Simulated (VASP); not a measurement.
# YbCr2Ge2 (I4/mmm) in VASP: further runs

Runs on YbCr2Ge2. Level: PBE. Tasks: single point.

Program: VASP 6.6.1. These are calculated values, not measurements. Logs are shortened: lines on timing, memory, paths and dates and some standing lists are left out, and cuts for length are marked.

## 1. The cell of the first run

The structure is tetragonal, space group I4/mmm (No. 139). Conventional cell: a = 3.965 Å, b = 3.965 Å, c = 11.175 Å, α = 90.00°, β = 90.00°, γ = 90.00°. Ge (site symmetry 4mm) has 4 Cr at 2.50 Å and 1 Ge at 2.54 Å and 4 Yb at 3.08 Å within 3.3 Å. Within 3.5 Å of Cr (site symmetry -4m2) lie 4 Ge at 2.50 Å and 4 Cr at 2.80 Å and 4 Yb at 3.43 Å. Yb (site symmetry 4/mmm) has 8 Ge at 3.08 Å and 8 Cr at 3.43 Å and 4 Yb at 3.97 Å within 4.1 Å.

## 2. Single point, PBE, collinear spin, antiferromagnetic start

INCAR

```
ALGO     = Normal         # electronic algorithm
EDIFF    = 1E-6           # SCF threshold, eV
ENCUT    = 520            # plane-wave cutoff, eV
GGA      = PE             # functional
ISIF     = 2              # what is computed and relaxed
ISMEAR   = -1             # smearing method
ISPIN    = 2              # spin polarisation
LASPH    = T              # aspherical terms in the spheres
LCHARG   = F              # write CHGCAR
LMAXMIX  = 6              # l up to which the mixer works
LORBIT   = 11             # projections on sites
LREAL    = F              # projectors in reciprocal space
LWAVE    = F              # write WAVECAR
MAGMOM   = 0 0 -2.2 2.2 0 # initial moments
NBANDS   = 50             # bands
NELM     = 150            # most SCF steps
PREC     = Accurate       # precision mode
SIGMA    = 0.1            # smearing width, eV
```

KPOINTS

```
k-points
0
Gamma
  5 5 5
```

POSCAR

```
YbCr2Ge2
1.0
    0.0000000000      3.9651137931     -0.0000000018
    3.9651137931      0.0000000000     -0.0000000018
    1.9825568939      1.9825568939     -5.5877212809
Ge Cr Yb
2 2 1
Direct
    0.3862749787      0.3862749787      0.2274500426
    0.6137250213      0.6137250213      0.7725499574
    0.7500000000      0.2500000000      0.5000000000
    0.2500000000      0.7500000000      0.5000000000
    0.0000000000      0.0000000000      0.0000000000
```

Potentials or basis: VASP PAW PBE potentials, release 64 (Ge_d, Cr_pv, Yb).

Launch:

```
$ cat potpaw_PBE.64/Ge_d/POTCAR potpaw_PBE.64/Cr_pv/POTCAR potpaw_PBE.64/Yb/POTCAR > POTCAR
$ mpirun -np 1 vasp_std > vasp.out
```

OUTCAR:

```text
EDIFF = 1E-6
   ENCUT = 520
   GGA = PE
   ISIF = 2
   ISMEAR = -1
   ISPIN = 2
   LASPH = T
   LORBIT = 11
   LREAL = F
   NELM = 150
   PREC = Accurate

 ion  position               nearest neighbor table
   1  0.386  0.386  0.227-   3 2.50   4 2.50   4 2.50   3 2.50   2 2.54   5 3.08   5 3.08   5 3.08
                             5 3.08
   2  0.614  0.614  0.773-   3 2.50   4 2.50   4 2.50   3 2.50   1 2.54   5 3.08   5 3.08   5 3.08
                             5 3.08
   3  0.750  0.250  0.500-   1 2.50   2 2.50   1 2.50   2 2.50   4 2.80   4 2.80   4 2.80   4 2.80
                             5 3.43   5 3.43   5 3.43   5 3.43
   4  0.250  0.750  0.500-   1 2.50   2 2.50   1 2.50   2 2.50   3 2.80   3 2.80   3 2.80   3 2.80
                             5 3.43   5 3.43   5 3.43   5 3.43
   5  0.000  0.000  0.000-   1 3.08   2 3.08   2 3.08   2 3.08   1 3.08   1 3.08   2 3.08   1 3.08
                             4 3.43   3 3.43   4 3.43   3 3.43   3 3.43   4 3.43   4 3.43   3 3.43

  LATTYP: Found a body centered tetragonal cell.
 ALAT       =     3.9651137931
 C/A-ratio  =     2.8184418257

  Lattice vectors:

 A1 = (  -1.9825568939,   1.9825568992,   5.5877212791)
 A2 = (   1.9825568992,  -1.9825568939,   5.5877212791)
 A3 = (   1.9825568939,   1.9825568939,  -5.5877212809)

Analysis of symmetry for initial positions (statically):
=====================================================================
 Subroutine PRICEL returns:
 Original cell was already a primitive cell.

 Routine SETGRP: Setting up the symmetry group for a
 body centered tetragonal supercell.

 Subroutine GETGRP returns: Found 16 space group operations
 (whereof 16 operations were pure point group operations)
 out of a pool of 16 trial point group operations.

The static configuration has the point symmetry D_4h.

Analysis of symmetry for dynamics (positions and initial velocities):
=====================================================================
 Subroutine PRICEL returns:
 Original cell was already a primitive cell.

 Routine SETGRP: Setting up the symmetry group for a
 body centered tetragonal supercell.

 Subroutine GETGRP returns: Found 16 space group operations
 (whereof 16 operations were pure point group operations)
 out of a pool of 16 trial point group operations.

The dynamic configuration has the point symmetry D_4h.

Analysis of structural, dynamic, and magnetic symmetry:
=====================================================================
 Subroutine PRICEL returns:
 Original cell was already a primitive cell.

 Routine SETGRP: Setting up the symmetry group for a
 body centered tetragonal supercell.

 Subroutine GETGRP returns: Found 16 space group operations
 (whereof 16 operations were pure point group operations)
 out of a pool of 16 trial point group operations.

The overall configuration has the point symmetry D_4h.

 Subroutine INISYM returns: Found 16 space group operations
 (whereof 16 operations are pure point group operations),
 and found     1 'primitive' translations

----------------------------------------------------------------------------------------

                                     Primitive cell

  volume of cell :      87.8509

  direct lattice vectors                    reciprocal lattice vectors
     0.000000000  3.965113793 -0.000000002     0.000000000  0.252199572  0.089481915
     3.965113793  0.000000000 -0.000000002     0.252199572  0.000000000  0.089481915
     1.982556894  1.982556894 -5.587721281    -0.000000000 -0.000000000 -0.178963830

  length of vectors
     3.965113793  3.965113793  6.251695193     0.267603507  0.267603507  0.178963830

  position of ions in fractional coordinates (direct lattice)
     0.386274979  0.386274979  0.227450043
     0.613725021  0.613725021  0.772549957
     0.750000000  0.250000000  0.500000000
     0.250000000  0.750000000  0.500000000
     0.000000000  0.000000000  0.000000000

  ion indices of the primitive-cell ions
   primitive index   ion index
                 1           1
                 2           2
                 3           3
                 4           4
                 5           5

----------------------------------------------------------------------------------------

 KPOINTS: k-points

Automatic generation of k-mesh.
 Grid dimensions read from file:
 generate k-points for:    5    5    5

 Generating k-lattice:

  Cartesian coordinates                     Fractional coordinates (reciprocal lattice)
     0.000000000  0.050439914  0.017896383     0.200000000  0.000000000  0.000000000
     0.050439914  0.000000000  0.017896383     0.000000000  0.200000000  0.000000000
    -0.000000000 -0.000000000 -0.035792766     0.000000000  0.000000000  0.200000000

  Length of vectors
     0.053520701  0.053520701  0.035792766

  Shift w.r.t. Gamma in fractional coordinates (k-lattice)
     0.000000000  0.000000000  0.000000000

 Subroutine IBZKPT returns following result:
 ===========================================

 Found     18 irreducible k-points:

 Following reciprocal coordinates:
            Coordinates               Weight
  0.000000  0.000000  0.000000      1.000000
  0.200000 -0.000000 -0.000000      8.000000
  0.400000 -0.000000 -0.000000      8.000000
  0.200000  0.200000 -0.000000      8.000000
  0.400000  0.200000 -0.000000     16.000000
 -0.400000  0.200000  0.000000     16.000000
[... 10 lines left out ...]
  0.000000  0.000000  0.400000      2.000000
 -0.200000  0.000000  0.400000      4.000000
   k-points           NKPTS =     18   k-points in BZ     NKDIM =     18   number of bands    NBANDS=     50
   number of dos      NEDOS =    301   number of ions     NIONS =      5
   total plane-waves  NPLWV =  43200
   dimension x,y,z NGX =    30 NGY =   30 NGZ =   48
   dimension x,y,z NGXF=    60 NGYF=   60 NGZF=   96
   ions per type =               2   2   1
   NGX,Y,Z   is equivalent  to a cutoff of  12.58, 12.58, 12.76 a.u.
   NGXF,Y,Z  is equivalent  to a cutoff of  25.16, 25.16, 25.53 a.u.
 SYSTEM =  unknown system
   PREC   = accura    normal or accurate (medium, high low for compatibility)
   ISTART =      0    job   : 0-new  1-cont  2-samecut
   ICHARG =      2    charge: 1-file 2-atom 10-const
   ISPIN  =      2    spin polarized calculation?
   LNONCOLLINEAR =      F non collinear calculations
   LSORBIT =      F    spin-orbit coupling
   LASPH  =      T    aspherical Exc in radial PAW
   ENCUT  =  520.0 eV  38.22 Ry    6.18 a.u.   7.37  7.37 11.62*2*pi/ulx,y,z
   NELM   =    150;   NELMIN=  2; NELMDL= -5     # of ELM steps
   EDIFF  = 0.1E-05   stopping-criterion for ELM
   LREAL  =      F    real-space projection
   EDIFFG = 0.1E-04   stopping-criterion for IOM
   NSW    =      0    number of steps for IOM
   IBRION =     -1    ionic relax: 0-MD 1-quasi-New 2-CG
   NFREE  =      0    steps in history (QN), initial steepest desc. (CG)
   ISIF   =      2    stress and relaxation
   ISYM   =      2    0-nonsym 1-usesym 2-fastsym
   POTIM  = 0.5000    time-step for ionic-motion
   TEBEG  =    0.0;   TEEND  =   0.0 temperature during run
   PSTRESS=    0.0 pullay stress
   NELECT =      76.0000    total number of electrons
   NUPDOWN=      -1.0000    fix difference up-down
   EMIN   =  10.00;   EMAX   =-10.00  energy-range for DOS
   EFERMI =   0.00;   METHOD = LEGACY
   ISMEAR =    -1;   SIGMA  =   0.10  broadening in eV -4-tet -1-fermi 0-gaus
   EFERMI_NEDOS =   21; number of points for ismear=-14 and -15
   IALGO  =     38    algorithm
   IMIX   =      4    mixing-type and parameters
     AMIX     =   0.40;   BMIX     =  1.00
     AMIX_MAG =   1.60;   BMIX_MAG =  1.00
  volume/ion in A,a.u.               =      17.57       118.57
  Fermi-wavevector in a.u.,A,eV,Ry     =   1.559902  2.947788 33.106983  2.433295
  Thomas-Fermi vector in A             =   2.663193
   LORBIT       =     11    0 simple, 1 ext, 2 COOP (PROOUT), +10 PAW based schemes
   GGA     = PE    functional components
   LHFCALC =     F    Hartree Fock is set to
   AEXX    =    0.0000 exact exchange contribution
   IVDW    =     0    specifies the selected vdW correction
   LEPSILON=     F    determine dielectric tensor
   LRPA    =     F    only Hartree local field effects (RPA)
 spin polarized calculation
  energy-cutoff  :      520.00
  volume of cell :       87.85
 maximum number of plane-waves:      2397
 NGX is ok and might be reduce to    30
   NGX = 15   NGY = 15   NGZ = 23

 number of electron      76.0000029 magnetization       0.0000000

 number of electron      76.0000029 magnetization      -0.0000000

 Free energy of the ion-electron system (eV)
  ---------------------------------------------------
  ext. energy  EPLUGINS =         0.00000000
  ---------------------------------------------------
  free energy    TOTEN  =       -33.10727810 eV

  energy without entropy =      -32.91608672  energy(sigma->0) =      -33.01168241

 E-fermi :   6.2184     XC(G=0): -11.7309

 val. band max:        6.2076873927   @ k =   0.2000   0.2000  -0.0000
 cond. band min:       6.2362337964   @ k =   0.4000  -0.0000   0.2000
 fundamental gap:      0.0285464037
 Fermi energy:         6.2184071664

 spin component 1

 k-point     1 :       0.0000    0.0000    0.0000
  band No.  band energies     occupation
      1     -45.1806      1.00000
      2     -37.6055      1.00000
      3     -37.5568      1.00000
      4     -37.5568      1.00000
      5     -35.1867      1.00000
      6     -35.1014      1.00000
[... 42 lines left out ...]
     49      12.5246      0.00000
     50      12.7713      0.00000
[... 899 lines left out ...]
     49      11.6496      0.00000
     50      11.9414      0.00000
 Fermi energy:         6.2184071664

 spin component 2

 k-point     1 :       0.0000    0.0000    0.0000
  band No.  band energies     occupation
      1     -45.1806      1.00000
      2     -37.6055      1.00000
      3     -37.5568      1.00000
      4     -37.5568      1.00000
      5     -35.1867      1.00000
      6     -35.1014      1.00000
[... 42 lines left out ...]
     49      12.5290      0.00000
     50      12.7713      0.00000
[... 899 lines left out ...]
     49      11.6496      0.00000
     50      11.9414      0.00000

------------------------ aborting loop because EDIFF is reached ----------------------------------------

  FORCE on cell =-STRESS in cart. coord.  units (eV):
  Direction    XX          YY          ZZ          XY          YZ          ZX
  --------------------------------------------------------------------------------------
  -------------------------------------------------------------------------------------
  Total       -0.4467182     -0.4467182     -0.4678075      0.0000000     -0.0000000     -0.0000000
  in kB       -8.1470085     -8.1470085     -8.5316244      0.0000000     -0.0000000     -0.0000000
  external PRESSURE =      -8.2752138 kB  Pullay stress =       0.0000000 kB

 VOLUME and BASIS-vectors are now :
 -----------------------------------------------------------------------------
  energy-cutoff  :      520.00
  volume of cell :       87.85
      direct lattice vectors                 reciprocal lattice vectors
     0.000000000  3.965113793 -0.000000002     0.000000000  0.252199572  0.089481915
     3.965113793  0.000000000 -0.000000002     0.252199572  0.000000000  0.089481915
     1.982556894  1.982556894 -5.587721281    -0.000000000 -0.000000000 -0.178963830

 POSITION                                       TOTAL-FORCE (eV/Angst)
 -----------------------------------------------------------------------------------
      1.98256      1.98256     -1.27093         0.000000      0.000000      0.027139
      3.96511      3.96511     -4.31679        -0.000000     -0.000000     -0.027139
      1.98256      3.96511     -2.79386         0.000000     -0.000000     -0.000000
      3.96511      1.98256     -2.79386        -0.000000      0.000000     -0.000000
      0.00000      0.00000      0.00000         0.000000      0.000000     -0.000000
 -----------------------------------------------------------------------------------
    total drift:                                0.000000     -0.000000     -0.000000

  FREE ENERGIE OF THE ION-ELECTRON SYSTEM (eV)
  ---------------------------------------------------
  free  energy   TOTEN  =       -33.1072781022 eV

  energy  without entropy=      -32.9160867198  energy(sigma->0) =      -33.01168241

 total charge

# of ion       s       p       d       f       tot
--------------------------------------------------
    1        1.120   1.372  10.040   0.000  12.532
    2        1.120   1.372  10.040   0.000  12.532
    3        0.310   6.272   4.144   0.000  10.726
    4        0.310   6.272   4.144   0.000  10.726
    5        2.125   6.037   0.441  13.491  22.094
--------------------------------------------------
tot          4.985  21.325  28.807  13.491  68.608

 magnetization (x)

# of ion       s       p       d       f       tot
--------------------------------------------------
    1        0.000   0.000   0.000   0.000   0.000
    2        0.000   0.000   0.000   0.000   0.000
    3       -0.039  -0.033  -2.393   0.000  -2.464
    4        0.039   0.033   2.393   0.000   2.464
    5        0.000   0.000   0.000   0.000   0.000
--------------------------------------------------
tot         -0.000   0.000   0.000   0.000  -0.000
```

It took 9.2 min on 1 thread of Intel Xeon 6975P-C (Granite Rapids), shared host; peak memory 0.33 GiB.

What came out:

| Quantity | Value |
| --- | --- |
| Free energy | -33.1073 eV |
| Pressure | -0.8 GPa |
| Largest force | 0.027 eV/Å |
| Band gap on the k mesh | zero (filled and empty bands overlap) |
| Net moment | 0.00 μB per cell |
| Site moments | Ge +0.00; Cr -2.46, +2.46; Yb +0.00 μB |
| Valence electrons inside the program's atomic spheres | Ge 12.53; Cr 10.73; Yb 22.09 |

Forces on the atoms (eV/Å):
```
Ge   0.000  0.000  0.027
Ge   0.000  0.000 -0.027
Cr   0.000  0.000  0.000
Cr   0.000  0.000  0.000
Yb   0.000  0.000  0.000
```

Caveat: spin-orbit coupling is left out, which moves the levels of the heavy elements. The state reached can hang on the start; a lower one may exist.

## 3. Single point, PBE, collinear spin, antiferromagnetic start

INCAR

```
SYSTEM = YbCr2Ge2
ALGO     = Normal         ! electronic algorithm
EDIFF    = 1E-6           ! SCF threshold, eV
ENCUT    = 520            ! plane-wave cutoff, eV
GGA      = PE             ! functional
ISIF     = 2              ! what is computed and relaxed
ISMEAR   = -1             ! smearing method
ISPIN    = 2              ! spin polarisation
LASPH    = .TRUE.         ! aspherical terms in the spheres
LCHARG   = .TRUE.         ! write CHGCAR
LELF     = .TRUE.         ! ELF
LMAXMIX  = 6              ! l up to which the mixer works
LORBIT   = 11             ! projections on sites
LREAL    = .FALSE.        ! projectors in reciprocal space
LVHAR    = .TRUE.       
LWAVE    = .FALSE.        ! write WAVECAR
MAGMOM   = 0 0 -2.2 2.2 0 ! initial moments
NBANDS   = 50             ! bands
NELM     = 150            ! most SCF steps
PREC     = Accurate       ! precision mode
SIGMA    = 0.1            ! smearing width, eV
```

KPOINTS

```
k-points
0
G
  5 5 5
  0 0 0
```

POSCAR

```
YbCr2Ge2
1.0
    0.0000000000      3.9650125926     -0.0000000018
    3.9650125926      0.0000000000     -0.0000000018
    1.9825062937      1.9825062937     -5.5874064813
Ge Cr Yb
2 2 1
Direct
    0.3862470490      0.3862470490      0.2275059019
    0.6137529510      0.6137529510      0.7724940981
    0.7500000000      0.2500000000      0.5000000000
    0.2500000000      0.7500000000      0.5000000000
    0.0000000000      0.0000000000      0.0000000000
```

Potentials or basis: VASP PAW PBE potentials, release 64 (Ge_d, Cr_pv, Yb).

Launch:

```
$ cat potpaw_PBE.64/Ge_d/POTCAR potpaw_PBE.64/Cr_pv/POTCAR potpaw_PBE.64/Yb/POTCAR > POTCAR
$ mpirun -np 1 vasp_std > vasp.out
```

It took 11 min on 1 thread of Intel Xeon 6975P-C (Granite Rapids), shared host; peak memory 0.33 GiB.

It converged, with:

| Item | Value |
| --- | --- |
| Free energy | -33.1072 eV |
| Pressure | 0.4 GPa |
| Largest force | 0.030 eV/Å |
| Band gap on the k mesh | zero (filled and empty bands overlap) |
| Net moment | 0.00 μB per cell |
| Site moments | Ge +0.00; Cr -2.46, +2.46; Yb +0.00 μB |
| Valence electrons inside the program's atomic spheres | Ge 12.53; Cr 10.73; Yb 22.09 |

Forces in eV/Å, atoms in the order of the input:
```
Ge   0.000  0.000  0.030
Ge   0.000  0.000 -0.030
Cr   0.000  0.000  0.000
Cr   0.000  0.000  0.000
Yb   0.000  0.000  0.000
```

Levels at points of the mesh, in eV from the Fermi level:
Spin up:
| k point | band 36 | band 37 | band 38 | band 39 | band 40 | band 41 |
| --- | --- | --- | --- | --- | --- | --- |
| (0.00, 0.00, 0.00) | -0.37 | -0.37 | 0.64 | 0.88 | 0.88 | 1.00 |
Spin down:
| k point | band 36 | band 37 | band 38 | band 39 | band 40 | band 41 |
| --- | --- | --- | --- | --- | --- | --- |
| (0.00, 0.00, 0.00) | -0.37 | -0.37 | 0.64 | 0.88 | 0.88 | 1.00 |

Caveat: spin-orbit coupling is left out, which moves the levels of the heavy elements. The state reached can hang on the start; a lower one may exist.

(Part 1 of 2 ends here.)
